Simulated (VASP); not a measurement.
# MgBe18 in VASP: single point with PBE

Aim: the single point of MgBe18 with PBE.

All numbers are computed with VASP 6.6.1; they aren't measurements. Logs are shortened: lines on timing, memory, paths and dates and some standing lists are left out, and cuts for length are marked.

## (1) The cell of the first run

The cell holds a slab with vacuum, 19 atoms: a = 4.580 Å, b = 6.870 Å, c = 16.588 Å, α = 90.00°, β = 90.00°, γ = 60.00°.

## (2) Single point, PBE

Contents of INCAR:

```
PREC = Accurate
ENCUT = 520
EDIFF = 1E-7
ISMEAR = 0
SIGMA = 0.1
LREAL = Auto
LASPH = T
NELM = 60
ALGO = Normal
ISIF = 2
LWAVE = F
LCHARG = T
GGA = PE
LELF = T
LVHAR = T
NBANDS = 34
```

Contents of KPOINTS:

```
regular mesh
0
Gamma
  4 3 1
```

Contents of POSCAR:

```
MgBe18
1.0
    4.5800000000      0.0000000000      0.0000000000
    3.4350000000      5.9495950000      0.0000000000
    0.0000000000      0.0000000000     16.5884300000
Be Mg
18 1
Direct
    0.0000000000      0.0000000000      0.0602829804
    0.5000000000      0.0000000000      0.0602829804
    0.0000000420      0.3333332773      0.0602829804
    0.5000000420      0.3333332773      0.0602829804
   -0.0000000420      0.6666667227      0.0602829804
    0.4999999580      0.6666667227      0.0602829804
   -0.1682166790      0.2204635778      0.1687019808
    0.3367123696      0.2193270298      0.1687141580
   -0.1668001842      0.5596054858      0.1704934704
    0.3328690251      0.5544078210      0.1701821089
   -0.1638937905      0.8871824049      0.1717070271
    0.3291285067      0.8927948877      0.1708408210
   -0.0063734074      0.0022603219      0.2828752329
    0.4988504437     -0.0024946236      0.2815595569
    0.0058404085      0.3271004161      0.2737676802
    0.4930811451      0.3277977745      0.2736059410
   -0.0018632286      0.6644761534      0.2837195563
    0.4908497805      0.6712393028      0.2773350462
    0.6836332128      0.4115327178      0.4003032837
```

Potentials or basis: VASP PAW PBE potentials, release 64 (Be, Mg).

Run with:

```
$ cat potpaw_PBE.64/Be/POTCAR potpaw_PBE.64/Mg/POTCAR > POTCAR
$ mpirun -np 1 vasp_std > vasp.out
```

OUTCAR:

```text
PREC = Accurate
   ENCUT = 520
   EDIFF = 1E-7
   ISMEAR = 0
   LREAL = Auto
   LASPH = T
   NELM = 60
   ISIF = 2
   GGA = PE

 ion  position               nearest neighbor table
   1  0.000  0.000  0.060-   7 2.23  12 2.25  11 2.27   5 2.29   3 2.29   6 2.29   4 2.29   2 2.29
                             2 2.29
   2  0.500  0.000  0.060-   8 2.22  12 2.26  11 2.28   6 2.29   4 2.29   3 2.29   5 2.29   1 2.29
                             1 2.29
   3  0.000  0.333  0.060-   8 2.24   7 2.24   9 2.27   1 2.29   2 2.29   4 2.29   4 2.29   6 2.29
                             5 2.29
   4  0.500  0.333  0.060-   7 2.23   8 2.23  10 2.25   2 2.29   1 2.29   3 2.29   3 2.29   5 2.29
                             6 2.29
   5  1.000  0.667  0.060-   9 2.24  10 2.25  11 2.27   1 2.29   2 2.29   6 2.29   6 2.29   4 2.29
                             3 2.29
   6  0.500  0.667  0.060-   9 2.26  10 2.26  12 2.27   2 2.29   1 2.29   5 2.29   5 2.29   3 2.29
                             4 2.29
   7  0.832  0.220  0.169-  15 2.19  16 2.20   1 2.23   4 2.23   3 2.24  12 2.26   8 2.27  11 2.28
                            10 2.29  13 2.30   8 2.31   9 2.33
   8  0.337  0.219  0.169-  16 2.15  15 2.18   2 2.22   4 2.23   3 2.24  12 2.26   7 2.27  11 2.29
                            14 2.29  10 2.29   7 2.31   9 2.32
   9  0.833  0.560  0.170-  15 2.20  18 2.23   5 2.24   6 2.26  11 2.26   3 2.27  10 2.27  17 2.27
[... 4 lines left out ...]
                            10 2.28  17 2.28   8 2.29  12 2.30
  12  0.329  0.893  0.171-  18 2.20  14 2.25   1 2.25   2 2.26   8 2.26   7 2.26   6 2.27  11 2.28
                            13 2.29   9 2.30  11 2.30  10 2.32
  13  0.994  0.002  0.283-  11 2.26  15 2.27  16 2.27  18 2.28  14 2.28  12 2.29   7 2.30  14 2.30
                            17 2.31
  14  0.499  0.998  0.282-  12 2.25  16 2.26  11 2.26  18 2.26  15 2.26  13 2.28  17 2.29   8 2.29
                            13 2.30
  15  0.006  0.327  0.274-   8 2.18   7 2.19   9 2.20  16 2.23  14 2.26  13 2.27  17 2.31  16 2.35
                            18 2.36  19 2.46
  16  0.493  0.328  0.274-   8 2.15  10 2.18   7 2.20  15 2.23  14 2.26  13 2.27  17 2.30  15 2.35
                            18 2.36  19 2.45
  17  0.998  0.664  0.284-   9 2.27  11 2.28  18 2.28  14 2.29  16 2.30  18 2.30  10 2.30  15 2.31
                            13 2.31
  18  0.491  0.671  0.277-  12 2.20  10 2.22   9 2.23  14 2.26  13 2.28  17 2.28  17 2.30  16 2.36
                            15 2.36  19 2.56
  19  0.684  0.412  0.400-  16 2.45  15 2.46  18 2.56

  LATTYP: Found a simple monoclinic cell.
 ALAT       =     4.5800000000
 B/A-ratio  =     3.6219279476
 C/A-ratio  =     1.3228757576
 COS(beta)  =    -0.1889822219

  Lattice vectors:

 A1 = (   4.5800000000,   0.0000000000,   0.0000000000)
 A2 = (   0.0000000000,   0.0000000000, -16.5884300000)
 A3 = (  -1.1450000000,   5.9495950000,   0.0000000000)

Analysis of symmetry for initial positions (statically):
=====================================================================
 Subroutine PRICEL returns:
 Original cell was already a primitive cell.

 Routine SETGRP: Setting up the symmetry group for a
 simple monoclinic supercell.

 Subroutine GETGRP returns: Found  1 space group operations
 (whereof  1 operations were pure point group operations)
 out of a pool of  4 trial point group operations.

The static configuration has the point symmetry C_1 .

Analysis of symmetry for dynamics (positions and initial velocities):
=====================================================================
 Subroutine PRICEL returns:
 Original cell was already a primitive cell.

 Routine SETGRP: Setting up the symmetry group for a
 simple monoclinic supercell.

 Subroutine GETGRP returns: Found  1 space group operations
 (whereof  1 operations were pure point group operations)
 out of a pool of  4 trial point group operations.

The dynamic configuration has the point symmetry C_1 .

 Subroutine INISYM returns: Found  1 space group operations
 (whereof  1 operations are pure point group operations),
 and found     1 'primitive' translations

----------------------------------------------------------------------------------------

                                     Primitive cell

  volume of cell :     452.0205

[... 49 lines left out ...]
                19          19

----------------------------------------------------------------------------------------

 KPOINTS: regular mesh

Automatic generation of k-mesh.
 Grid dimensions read from file:
 generate k-points for:    4    3    1

 Generating k-lattice:

  Cartesian coordinates                     Fractional coordinates (reciprocal lattice)
     0.054585153 -0.031514750  0.000000000     0.250000000  0.000000000  0.000000000
     0.000000000  0.056026223  0.000000000     0.000000000  0.333333333  0.000000000
     0.000000000  0.000000000  0.060282980     0.000000000  0.000000000  1.000000000

  Length of vectors
     0.063029504  0.056026223  0.060282980

  Shift w.r.t. Gamma in fractional coordinates (k-lattice)
     0.000000000  0.000000000  0.000000000

 Subroutine IBZKPT returns following result:
 ===========================================

 Found      7 irreducible k-points:

 Following reciprocal coordinates:
            Coordinates               Weight
  0.000000  0.000000  0.000000      1.000000
  0.250000  0.000000  0.000000      2.000000
  0.500000  0.000000  0.000000      1.000000
  0.000000  0.333333  0.000000      2.000000
  0.250000  0.333333  0.000000      2.000000
  0.500000  0.333333  0.000000      2.000000
 -0.250000  0.333333  0.000000      2.000000
   k-points           NKPTS =      7   k-points in BZ     NKDIM =      7   number of bands    NBANDS=     34
   number of dos      NEDOS =    301   number of ions     NIONS =     19
   total plane-waves  NPLWV = 244944
   dimension x,y,z NGX =    36 NGY =   54 NGZ =  126
   dimension x,y,z NGXF=    72 NGYF=  108 NGZF=  252
   ions per type =              18   1
   NGX,Y,Z   is equivalent  to a cutoff of  13.07, 13.07, 12.63 a.u.
   NGXF,Y,Z  is equivalent  to a cutoff of  26.13, 26.13, 25.25 a.u.
 SYSTEM =  unknown system
   PREC   = accura    normal or accurate (medium, high low for compatibility)
   ISTART =      0    job   : 0-new  1-cont  2-samecut
   ICHARG =      2    charge: 1-file 2-atom 10-const
   ISPIN  =      1    spin polarized calculation?
   LNONCOLLINEAR =      F non collinear calculations
   LSORBIT =      F    spin-orbit coupling
   LASPH  =      T    aspherical Exc in radial PAW
   ENCUT  =  520.0 eV  38.22 Ry    6.18 a.u.   8.52 12.77 30.84*2*pi/ulx,y,z
   NELM   =     60;   NELMIN=  2; NELMDL= -5     # of ELM steps
   EDIFF  = 0.1E-06   stopping-criterion for ELM
   LREAL  =      T    real-space projection
   EDIFFG = 0.1E-05   stopping-criterion for IOM
   NSW    =      0    number of steps for IOM
   IBRION =     -1    ionic relax: 0-MD 1-quasi-New 2-CG
   NFREE  =      0    steps in history (QN), initial steepest desc. (CG)
   ISIF   =      2    stress and relaxation
   ISYM   =      2    0-nonsym 1-usesym 2-fastsym
   POTIM  = 0.5000    time-step for ionic-motion
   TEBEG  =    0.0;   TEEND  =   0.0 temperature during run
   PSTRESS=    0.0 pullay stress
   NELECT =      38.0000    total number of electrons
   NUPDOWN=      -1.0000    fix difference up-down
   EMIN   =  10.00;   EMAX   =-10.00  energy-range for DOS
   EFERMI =   0.00;   METHOD = LEGACY
   ISMEAR =     0;   SIGMA  =   0.10  broadening in eV -4-tet -1-fermi 0-gaus
   EFERMI_NEDOS =   21; number of points for ismear=-14 and -15
   IALGO  =     38    algorithm
   IMIX   =      4    mixing-type and parameters
     AMIX     =   0.40;   BMIX     =  1.00
     AMIX_MAG =   1.60;   BMIX_MAG =  1.00
  volume/ion in A,a.u.               =      23.79       160.55
  Fermi-wavevector in a.u.,A,eV,Ry     =   0.717161  1.355238  6.997746  0.514320
  Thomas-Fermi vector in A             =   1.805769
   LORBIT       =      0    0 simple, 1 ext, 2 COOP (PROOUT), +10 PAW based schemes
   GGA     = PE    functional components
   LHFCALC =     F    Hartree Fock is set to
   AEXX    =    0.0000 exact exchange contribution
   IVDW    =     0    specifies the selected vdW correction
   LEPSILON=     F    determine dielectric tensor
   LRPA    =     F    only Hartree local field effects (RPA)
 non-spin polarized calculation
 Gauss-broadening in eV      SIGMA  =   0.10
  energy-cutoff  :      520.00
  volume of cell :      452.02
 maximum number of plane-waves:     12191
 NGX is ok and might be reduce to    36
   NGX = 17   NGY = 25   NGZ = 61

 number of electron      38.0000000 magnetization

 Free energy of the ion-electron system (eV)
  ---------------------------------------------------
  ext. energy  EPLUGINS =         0.00000000
  ---------------------------------------------------
  free energy    TOTEN  =       -63.16223761 eV

  energy without entropy =      -63.13349600  energy(sigma->0) =      -63.14786680

 E-fermi :  -0.3268     XC(G=0):  -5.1905

 val. band max:       -0.3844830915   @ k =   0.5000   0.0000   0.0000
 cond. band min:      -0.2855243749   @ k =   0.5000   0.3333   0.0000
 fundamental gap:      0.0989587167
 Fermi energy:        -0.3267601626

 k-point     1 :       0.0000    0.0000    0.0000
  band No.  band energies     occupation
      1     -10.0032      2.00000
      2      -7.9141      2.00000
      3      -6.8588      2.00000
      4      -6.8430      2.00000
      5      -5.0767      2.00000
      6      -4.7696      2.00000
[... 227 lines left out ...]
     30       3.8244      0.00000
     31       4.0510      0.00000
 [bands above 31 left out]

------------------------ aborting loop because EDIFF is reached ----------------------------------------

  FORCE on cell =-STRESS in cart. coord.  units (eV):
  Direction    XX          YY          ZZ          XY          YZ          ZX
  --------------------------------------------------------------------------------------
  -------------------------------------------------------------------------------------
  Total      -11.2646587    -13.4185712      0.0328994      1.7333040      0.1999828      0.0663297
  in kB      -39.9273470    -47.5618448      0.1166112      6.1436597      0.7088350      0.2351044
  external PRESSURE =     -29.1241935 kB  Pullay stress =       0.0000000 kB

 VOLUME and BASIS-vectors are now :
 -----------------------------------------------------------------------------
  energy-cutoff  :      520.00
  volume of cell :      452.02
      direct lattice vectors                 reciprocal lattice vectors
     4.580000000  0.000000000  0.000000000     0.218340611 -0.126059001  0.000000000
     3.435000000  5.949595000  0.000000000     0.000000000  0.168078668  0.000000000
     0.000000000  0.000000000 16.588430000     0.000000000  0.000000000  0.060282980

 POSITION                                       TOTAL-FORCE (eV/Angst)
 -----------------------------------------------------------------------------------
      0.00000      0.00000      1.00000         0.006485     -0.029537     -0.003269
      2.29000      0.00000      1.00000        -0.009660     -0.073040      0.020018
      1.14500      1.98320      1.00000        -0.030532      0.028527     -0.035265
      3.43500      1.98320      1.00000         0.004571      0.034164     -0.028739
      6.87000      3.96640      1.00000         0.040871     -0.021866      0.024723
      4.58000      3.96640      1.00000        -0.026375      0.027168     -0.011750
[... 11 lines left out ...]
      4.55380      3.99360      4.60055         0.002522      0.007595     -0.003352
      4.54466      2.44845      6.64040         0.007701      0.037460     -0.000716
 -----------------------------------------------------------------------------------
    total drift:                               -0.000305     -0.001013     -0.001115

  FREE ENERGIE OF THE ION-ELECTRON SYSTEM (eV)
  ---------------------------------------------------
  free  energy   TOTEN  =       -63.1622376052 eV

  energy  without entropy=      -63.1334959963  energy(sigma->0) =      -63.14786680
```

Run time: 4.6 min. Hardware: 1 thread of Intel Xeon Platinum 8375C at 2.90GHz (Ice Lake), shared host; peak memory 0.53 GiB.

What came out:

```yaml
Free_energy: -63.1622 eV
Largest_force: 0.076 eV/Å
Band_gap_on_the_k_mesh: zero (band 19 reaches -0.24 eV, above the bottom of band 20 at -0.95 eV)
```

Forces in eV/Å, atoms in the order of the input:
```
Be   0.006 -0.030 -0.003
Be  -0.010 -0.073  0.020
Be  -0.031  0.029 -0.035
Be   0.005  0.034 -0.029
Be   0.041 -0.022  0.025
Be  -0.026  0.027 -0.012
Be   0.005 -0.003  0.001
Be  -0.004  0.005 -0.004
Be  -0.005 -0.002 -0.001
Be   0.005  0.002  0.002
Be   0.002  0.006  0.000
Be  -0.002 -0.007 -0.003
Be   0.001 -0.005  0.004
Be  -0.001  0.001  0.003
Be  -0.001 -0.001  0.011
Be   0.009 -0.002  0.018
Be  -0.003 -0.005  0.007
Be   0.003  0.008 -0.003
Mg   0.008  0.037 -0.001
```

Caveat: the k points lie up to 0.40 Å⁻¹ apart.
